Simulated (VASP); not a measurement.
# Hf17S31 (a cell with a defect) in VASP: single point with PBE+D3(BJ)

Aim: the single point of Hf17S31 (a cell with a defect) with PBE+D3(BJ).

Program: VASP 6.6.1. These are calculated values, not measurements. Logs are shortened: lines on timing, memory, paths and dates and some standing lists are left out, and cuts for length are marked.

## (1) The cell of the first run

The cell holds a defect, 48 atoms: a = 11.150 Å, b = 11.150 Å, c = 11.150 Å, α = 99.40°, β = 111.87°, γ = 117.66°.

## (2) Single point, PBE+D3(BJ)

The input, INCAR:

```
PREC = Accurate
ENCUT = 400
EDIFF = 1E-6
ISMEAR = 0
SIGMA = 0.01
LREAL = Auto
LASPH = True
NELM = 120
ALGO = Normal
ISIF = 2
LWAVE = False
LCHARG = False
GGA = PE
IVDW = 12
NBANDS = 208
GGA_COMPAT = False
```

The input, KPOINTS:

```
Automatic mesh
0
Gamma
  2 2 2
  0.5 0.5 0.5
```

The input, POSCAR:

```
Hf17S31
1.0
   -1.8029314157      9.3683064435     -5.7703876582
    1.8029314157     -9.3683064435     -5.7703876582
   -9.0146570783     -3.1227688145      5.7703876582
Hf S
17 31
Direct
    0.2428441160      0.6212047889      0.8716393270
    0.4986464925      0.5018017354      0.0002534499
    0.2466678522      0.3735469785      0.6255300362
   -0.0027282871      0.7473136316      0.7499538116
    0.4937698148      0.2439859071      0.7584853729
    0.7496316523      0.1233885832      0.8762430692
   -0.0013970669      0.9987766164     -0.0032590600
    0.4986464925      0.7483930426      0.2468447572
    0.7510995084      0.6282254610      0.3728740474
    0.2326011697      0.1125091145      0.3700920552
   -0.0027282871      0.4973179013      0.4999580813
    0.4937698148      0.9852844419      0.4997839077
    0.7502334495      0.8739490059      0.6254745904
    0.7502334495      0.3747588591      0.1262844437
    0.2466678522      0.8711378160      0.1231208737
   -0.0013970669      0.2518619932      0.2498263167
    0.6717039299      0.3821082520      0.5395956779
    0.7887112199      0.1250284174      0.6644398660
    0.5420529439      0.0037583847      0.2971606178
    0.2948820683      0.3704946608      0.4181893955
    0.7932523777      0.8766133280      0.4176927945
    0.0403273262      0.7476079737      0.5427193526
    0.2908943876      0.6238685921      0.6664476139
    0.7887112199      0.3742713540      0.9136828025
    0.0421435408      0.2508114262      0.0413321146
    0.5400482818      0.7508642304      0.0391840514
    0.2948820683      0.1266926729      0.1743874075
    0.7932523777      0.6255595832      0.1666390497
    0.0439636686      0.5015696052      0.2930144348
    0.0439636686      0.0009492338      0.7923940634
    0.5420529439      0.4948923262      0.7882945592
    0.2908943876      0.8744467736      0.9170257955
    0.9461115567      0.4858954400      0.7102161167
    0.2059496111      0.3708206891      0.8336079315
    0.9542817018      0.2453782773      0.4574339103
    0.6952181468      0.6159043609      0.5817348624
    0.2061702505      0.1207888780      0.5840719034
    0.4546621208      0.9964240856      0.7082380352
    0.7060362076      0.8716605149      0.8338536458
    0.2059496111      0.6223416796      0.0851289220
    0.4556755071      0.4978161266      0.2078593805
    0.9519706278      0.9956687738      0.2063018541
    0.6952181468      0.3634832844      0.3293137859
    0.2061702505      0.8720983471      0.3353813725
    0.4539854922      0.7434682043      0.4577571977
    0.4539854922      0.2462282945      0.9605172878
    0.9542817018      0.7468477915      0.9589034245
    0.7060362076      0.1221825618      0.0843756927
```

Potentials or basis: VASP PAW PBE potentials, release 64 (Hf_pv, S).

Command:

```
> cat potpaw_PBE.64/Hf_pv/POTCAR potpaw_PBE.64/S/POTCAR > POTCAR
> mpirun -np 1 vasp_std > vasp.out
```

OUTCAR:

```text
PREC = Accurate
   ENCUT = 400
   EDIFF = 1E-6
   ISMEAR = 0
   LREAL = Auto
   LASPH = True
   NELM = 120
   ISIF = 2
   GGA = PE
   IVDW = 12
 IVDW          = 12

 ion  position               nearest neighbor table
   1  0.243  0.621  0.872-  32 2.54  23 2.54  33 2.55  34 2.56  40 2.56  26 2.57  11 3.57   4 3.57
                             3 3.59  15 3.59   2 3.61   8 3.61
   2  0.499  0.502  0.000-  26 2.53  34 2.53  41 2.54  28 2.56  31 2.58  46 2.58   8 3.56   5 3.57
                             9 3.59   3 3.60   1 3.61  14 3.64
   3  0.247  0.374  0.626-  23 2.53  34 2.53  35 2.54  20 2.56  31 2.56  37 2.57   1 3.59  11 3.59
                             2 3.60  16 3.61  10 3.63   5 3.64
   4  0.997  0.747  0.750-  22 2.53  32 2.55  47 2.55  30 2.55  36 2.61  33 2.62  17 3.47   1 3.57
                             7 3.58  15 3.59  13 3.59  11 3.61   9 3.63
   5  0.494  0.244  0.758-  46 2.45  38 2.51  37 2.52  31 2.53  24 2.53  14 3.54   2 3.57   6 3.61
                             3 3.64  12 3.73  10 3.74  17 3.78
   6  0.750  0.123  0.876-  25 2.53  48 2.54  39 2.54  18 2.56  24 2.56  38 2.56  16 3.59   7 3.59
                             5 3.61  12 3.61  14 3.61  13 3.61
   7  0.999  0.999  0.997-  30 2.51  39 2.53  25 2.54  47 2.55  42 2.58  27 2.59  13 3.57   4 3.58
                             6 3.59  10 3.59  15 3.61  16 3.65
   8  0.499  0.748  0.247-  26 2.53  40 2.53  41 2.54  21 2.56  19 2.58  45 2.58   2 3.56  12 3.57
                             9 3.59  15 3.60   1 3.61  13 3.64
   9  0.751  0.628  0.373-  28 2.51  21 2.51  22 2.53  41 2.55  36 2.63  43 2.63  17 3.52   8 3.59
[... 34 lines left out ...]
  35  0.954  0.245  0.457-   3 2.54  16 2.55  11 2.55
  36  0.695  0.616  0.582-  17 2.44  13 2.56   4 2.61   9 2.63
  37  0.206  0.121  0.584-  10 2.50   5 2.52   3 2.57
  38  0.455  0.996  0.708-  12 2.51   5 2.51   6 2.56
  39  0.706  0.872  0.834-   7 2.53   6 2.54  13 2.55
  40  0.206  0.622  0.085-  15 2.53   8 2.53   1 2.56
  41  0.456  0.498  0.208-   8 2.54   2 2.54   9 2.55
  42  0.952  0.996  0.206-  10 2.45   7 2.58  16 2.58
  43  0.695  0.363  0.329-  17 2.44  14 2.56  11 2.61   9 2.63
  44  0.206  0.872  0.335-  10 2.50  12 2.52  15 2.57
  45  0.454  0.743  0.458-  12 2.45  13 2.56   8 2.58
  46  0.454  0.246  0.961-   5 2.45  14 2.56   2 2.58
  47  0.954  0.747  0.959-  15 2.54   7 2.55   4 2.55
  48  0.706  0.122  0.084-  16 2.53   6 2.54  14 2.55

  LATTYP: Found a body centered orthorhombic cell.
 ALAT       =    11.5407753164
 B/A-ratio  =     1.0823428163
 C/A-ratio  =     1.2497818327

  Lattice vectors:

 A1 = (  -1.8029314157,   9.3683064435,   5.7703876582)
 A2 = (   9.0146570783,   3.1227688145,  -5.7703876582)
 A3 = (  -9.0146570783,  -3.1227688145,  -5.7703876582)

Analysis of symmetry for initial positions (statically):
=====================================================================
 Subroutine PRICEL returns:
 Original cell was already a primitive cell.

 Routine SETGRP: Setting up the symmetry group for a
 body centered orthorhombic supercell.

 Subroutine GETGRP returns: Found  2 space group operations
 (whereof  1 operations were pure point group operations)
 out of a pool of  8 trial point group operations.

The static configuration has the point symmetry C_1 .
 The point group associated with its full space group is C_1h.

Analysis of symmetry for dynamics (positions and initial velocities):
=====================================================================
 Subroutine PRICEL returns:
 Original cell was already a primitive cell.

 Routine SETGRP: Setting up the symmetry group for a
 body centered orthorhombic supercell.

 Subroutine GETGRP returns: Found  2 space group operations
 (whereof  1 operations were pure point group operations)
 out of a pool of  8 trial point group operations.

The dynamic configuration has the point symmetry C_1 .
 The point group associated with its full space group is C_1h.

 Subroutine INISYM returns: Found  2 space group operations
 (whereof  1 operations are pure point group operations),
 and found     1 'primitive' translations

----------------------------------------------------------------------------------------

                                     Primitive cell

  volume of cell :    1039.6185

  direct lattice vectors                    reciprocal lattice vectors
    -1.802931416  9.368306443 -5.770387658    -0.069331534  0.040028580 -0.086649291
     1.802931416 -9.368306443 -5.770387658    -0.034665767 -0.060042869 -0.086649291
    -9.014657078 -3.122768815  5.770387658    -0.103997300 -0.020014290  0.000000000

  length of vectors
[... 104 lines left out ...]

 KPOINTS: Automatic mesh

Automatic generation of k-mesh.
 Grid dimensions read from file:
 generate k-points for:    2    2    2

 Generating k-lattice:

  Cartesian coordinates                     Fractional coordinates (reciprocal lattice)
    -0.034665767  0.020014290 -0.043324646     0.500000000 -0.000000000  0.000000000
    -0.017332883 -0.030021435 -0.043324646    -0.000000000  0.500000000  0.000000000
    -0.051998650 -0.010007145  0.000000000     0.000000000  0.000000000  0.500000000

  Length of vectors
     0.058985694  0.055486397  0.052952833

  Shift w.r.t. Gamma in fractional coordinates (k-lattice)
     0.500000000  0.500000000  0.500000000

 Subroutine IBZKPT returns following result:
 ===========================================

 Found      4 irreducible k-points:

 Following reciprocal coordinates:
            Coordinates               Weight
  0.250000  0.250000  0.250000      2.000000
 -0.250000  0.250000  0.250000      2.000000
  0.250000 -0.250000  0.250000      2.000000
 -0.250000 -0.250000  0.250000      2.000000
   k-points           NKPTS =      4   k-points in BZ     NKDIM =      4   number of bands    NBANDS=    208
   number of dos      NEDOS =    301   number of ions     NIONS =     48
   total plane-waves  NPLWV = 512000
   dimension x,y,z NGX =    80 NGY =   80 NGZ =   80
   dimension x,y,z NGXF=   160 NGYF=  160 NGZF=  160
   ions per type =              17  31
   NGX,Y,Z   is equivalent  to a cutoff of  11.93, 11.93, 11.93 a.u.
   NGXF,Y,Z  is equivalent  to a cutoff of  23.86, 23.86, 23.86 a.u.
 SYSTEM =  unknown system
   PREC   = accura    normal or accurate (medium, high low for compatibility)
   ISTART =      0    job   : 0-new  1-cont  2-samecut
   ICHARG =      2    charge: 1-file 2-atom 10-const
   ISPIN  =      1    spin polarized calculation?
   LNONCOLLINEAR =      F non collinear calculations
   LSORBIT =      F    spin-orbit coupling
   LASPH  =      T    aspherical Exc in radial PAW
   ENCUT  =  400.0 eV  29.40 Ry    5.42 a.u.  18.18 18.18 18.18*2*pi/ulx,y,z
   NELM   =    120;   NELMIN=  2; NELMDL= -5     # of ELM steps
   EDIFF  = 0.1E-05   stopping-criterion for ELM
   LREAL  =      T    real-space projection
   EDIFFG = 0.1E-04   stopping-criterion for IOM
   NSW    =      0    number of steps for IOM
   IBRION =     -1    ionic relax: 0-MD 1-quasi-New 2-CG
   NFREE  =      0    steps in history (QN), initial steepest desc. (CG)
   ISIF   =      2    stress and relaxation
   ISYM   =      2    0-nonsym 1-usesym 2-fastsym
   POTIM  = 0.5000    time-step for ionic-motion
   TEBEG  =    0.0;   TEEND  =   0.0 temperature during run
   PSTRESS=    0.0 pullay stress
   NELECT =     356.0000    total number of electrons
   NUPDOWN=      -1.0000    fix difference up-down
   EMIN   =  10.00;   EMAX   =-10.00  energy-range for DOS
   EFERMI =   0.00;   METHOD = LEGACY
   ISMEAR =     0;   SIGMA  =   0.01  broadening in eV -4-tet -1-fermi 0-gaus
   EFERMI_NEDOS =   21; number of points for ismear=-14 and -15
   IALGO  =     38    algorithm
   IMIX   =      4    mixing-type and parameters
     AMIX     =   0.40;   BMIX     =  1.00
     AMIX_MAG =   1.60;   BMIX_MAG =  1.00
  volume/ion in A,a.u.               =      21.66       146.16
  Fermi-wavevector in a.u.,A,eV,Ry     =   1.145338  2.164374 17.848096  1.311798
  Thomas-Fermi vector in A             =   2.282026
   LORBIT       =      0    0 simple, 1 ext, 2 COOP (PROOUT), +10 PAW based schemes
   GGA     = PE    functional components
   LHFCALC =     F    Hartree Fock is set to
   AEXX    =    0.0000 exact exchange contribution
   IVDW    =    12    specifies the selected vdW correction
   LEPSILON=     F    determine dielectric tensor
   LRPA    =     F    only Hartree local field effects (RPA)
 non-spin polarized calculation
 Gauss-broadening in eV      SIGMA  =   0.01
  energy-cutoff  :      400.00
  volume of cell :     1039.62
 maximum number of plane-waves:     18892
 NGX is ok and might be reduce to    80
   NGX = 37   NGY = 37   NGZ = 37

 number of electron     356.0000002 magnetization

 Free energy of the ion-electron system (eV)
  ---------------------------------------------------
  ext. energy  EPLUGINS =         0.00000000
  ---------------------------------------------------
  free energy    TOTEN  =      -368.31421698 eV

  energy without entropy =     -368.31309946  energy(sigma->0) =     -368.31365822

 E-fermi :   4.6871     XC(G=0):  -9.9025

 val. band max:        4.6774501714   @ k =   0.2500   0.2500   0.2500
 cond. band min:       4.6967951210   @ k =   0.2500  -0.2500   0.2500
 fundamental gap:      0.0193449496
 Fermi energy:         4.6871025837

 k-point     1 :       0.2500    0.2500    0.2500
  band No.  band energies     occupation
      1     -27.4215      2.00000
      2     -27.3793      2.00000
      3     -27.2742      2.00000
      4     -27.0393      2.00000
      5     -27.0350      2.00000
      6     -27.0269      2.00000
[... 761 lines left out ...]
    189       5.7690      0.00000
    190       5.8762      0.00000
 [bands above 190 left out]

------------------------ aborting loop because EDIFF is reached ----------------------------------------

 Edisp (eV)  -16.54773

 E8    (eV) :    -7.2065

  FORCE on cell =-STRESS in cart. coord.  units (eV):
  Direction    XX          YY          ZZ          XY          YZ          ZX
  --------------------------------------------------------------------------------------
  -------------------------------------------------------------------------------------
  Total     -14.32740   -14.41262    -6.44176    -0.07380     0.13430    -0.23262
  in kB     -22.08024   -22.21158    -9.92753    -0.11374     0.20697    -0.35849
  external pressure =      -18.07 kB  Pullay stress =        0.00 kB

 VOLUME and BASIS-vectors are now :
 -----------------------------------------------------------------------------
  energy-cutoff  :      400.00
  volume of cell :     1039.62
      direct lattice vectors                 reciprocal lattice vectors
    -1.802931416  9.368306443 -5.770387658    -0.069331534  0.040028580 -0.086649291
     1.802931416 -9.368306443 -5.770387658    -0.034665767 -0.060042869 -0.086649291
    -9.014657078 -3.122768815  5.770387658    -0.103997300 -0.020014290  0.000000000

 POSITION                                       TOTAL-FORCE (eV/Angst)
 -----------------------------------------------------------------------------------
     -7.17537     -6.26653      0.04380        -0.009937      0.005737     -0.012842
      0.00340     -0.03035     -5.77151         0.000535     -0.003391      0.008947
     -5.41018     -3.14203      0.03067        -0.006402     -0.011188      0.000670
     -7.21123     -0.00025     -5.73941         0.004107     -0.001126      0.000186
     -7.28783     -0.02852      0.11962        -0.026510     -0.023343      0.009667
     -9.02810      3.13053      0.01860        -0.012983      0.007496      0.001067
[... 40 lines left out ...]
     -9.01817     -1.05113     -4.28293         0.004331     -0.000783     -0.070123
     -1.81327      5.20623     -4.29226         0.000634     -0.001483     -0.062507
 -----------------------------------------------------------------------------------
    total drift:                                0.003014     -0.001753     -0.002539

  FREE ENERGIE OF THE ION-ELECTRON SYSTEM (eV)
  ---------------------------------------------------
  free  energy   TOTEN  =      -384.8619421109 eV

  energy  without entropy=     -384.8608245947  energy(sigma->0) =     -384.86138335
```

Run time: 28 min. Hardware: 1 thread of Intel Xeon Platinum 8375C at 2.90GHz (Ice Lake), shared host; peak memory 1.1 GiB.

Results:

```yaml
Free_energy: -384.8619 eV
Pressure: -1.8 GPa
Largest_force: 0.078 eV/Å
Band_gap_on_the_k_mesh: zero (bands 178 and 179 overlap by 0.12 eV)
Dispersion_energy_per_atom: -0.345 eV
```

Forces in eV/Å, atoms in the order of the input:
```
Hf  -0.010  0.006 -0.013
Hf   0.001 -0.003  0.009
Hf  -0.006 -0.011  0.001
Hf   0.004 -0.001  0.000
Hf  -0.027 -0.023  0.010
Hf  -0.013  0.007  0.001
Hf   0.017 -0.006  0.001
Hf   0.003  0.001  0.009
Hf  -0.006  0.004  0.005
Hf   0.034 -0.019  0.009
Hf   0.003 -0.003  0.000
Hf   0.007  0.035  0.010
Hf  -0.004 -0.014 -0.003
Hf   0.010  0.011 -0.003
Hf   0.006  0.011  0.001
Hf   0.014 -0.012  0.001
Hf  -0.006  0.004 -0.078
S   -0.007  0.000  0.066
S    0.003 -0.003  0.061
S    0.000 -0.003  0.065
S   -0.001 -0.001  0.071
S   -0.002  0.001  0.071
S   -0.001  0.000  0.067
S   -0.003  0.006  0.066
S   -0.001  0.001  0.062
S    0.001 -0.001  0.068
S    0.002  0.001  0.065
S    0.001  0.002  0.071
S   -0.003  0.005  0.069
S   -0.006  0.000  0.069
S    0.004 -0.001  0.061
S    0.000  0.001  0.067
S    0.030 -0.017 -0.036
S    0.002 -0.005 -0.065
S    0.003 -0.003 -0.070
S   -0.003  0.035 -0.030
S   -0.005 -0.004 -0.064
S   -0.011  0.007 -0.062
S    0.002  0.000 -0.063
S    0.005  0.001 -0.065
S    0.004 -0.002 -0.068
S   -0.009  0.005 -0.071
S   -0.032 -0.015 -0.030
S    0.001  0.006 -0.064
S   -0.006 -0.002 -0.068
S   -0.001  0.006 -0.068
S    0.004 -0.001 -0.070
S    0.001 -0.001 -0.063
```

Caveat: spin-orbit coupling is left out, which moves the levels of the heavy elements.
